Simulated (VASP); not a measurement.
A run of VASP 6.6.1:

File POSCAR:

```
Ge
1.0
    0.0000000000      2.8378310318      2.8378310318
    2.8378310318      0.0000000000      2.8378310318
    2.8378310318      2.8378310318      0.0000000000
Ge
2
Direct
    0.5000000000      0.5000000000      0.5000000000
    0.7500000000      0.7500000000      0.7500000000
```

Contents of INCAR.step1:

```
SYSTEM = Ge
ALGO = Normal ; EDIFF = 1E-5
EDIFFG = -0.005 ; ENCUT = 550
GGA = PE ; GGA_COMPAT = .FALSE.
IBRION = 2 ; ISIF = 3
ISMEAR = 0 ; LASPH = .TRUE.
LCHARG = .FALSE. ; LREAL = .FALSE.
LWAVE = .TRUE. ; NELM = 120
NELMIN = 4 ; NSW = 100
PREC = Accurate ; SIGMA = 0.01
```

Contents of INCAR.step2:

```
SYSTEM = Ge
ALGO = Normal ; EDIFF = 1E-7
EDIFFG = -0.002 ; ENCUT = 550
GGA_COMPAT = .FALSE. ; IBRION = 2
ISIF = 3 ; ISMEAR = 0
ISTART = 1 ; LASPH = .TRUE.
LCHARG = .FALSE. ; LMIXTAU = .TRUE.
LREAL = .FALSE. ; LWAVE = .FALSE.
METAGGA = R2SCAN ; NELM = 120
NELMIN = 4 ; NSW = 100
PREC = Accurate ; PSTRESS = 150.0
SIGMA = 0.01
```

Contents of KPOINTS:

```
k-points
0
G
  14 14 14
  0 0 0
```

Potentials or basis: VASP PAW PBE potentials, release 64 (Ge_d).

Run with:

```console
$ cat potpaw_PBE.64/Ge_d/POTCAR > POTCAR
$ cp INCAR.step1 INCAR
$ mpirun -np 1 vasp_std > vasp.out
$ cp INCAR.step2 INCAR
$ mpirun -np 1 vasp_std > vasp.out
```

Hardware: 1 thread of Oxide Virtual Turin-like Processor, with other jobs on the host.

Problem. Estimate the wall time of this run.

Solution. It took 41 min on 1 thread of Oxide Virtual Turin-like Processor, on a shared host, peak memory 0.22 GiB. Counts: k points 104, ion steps 12.
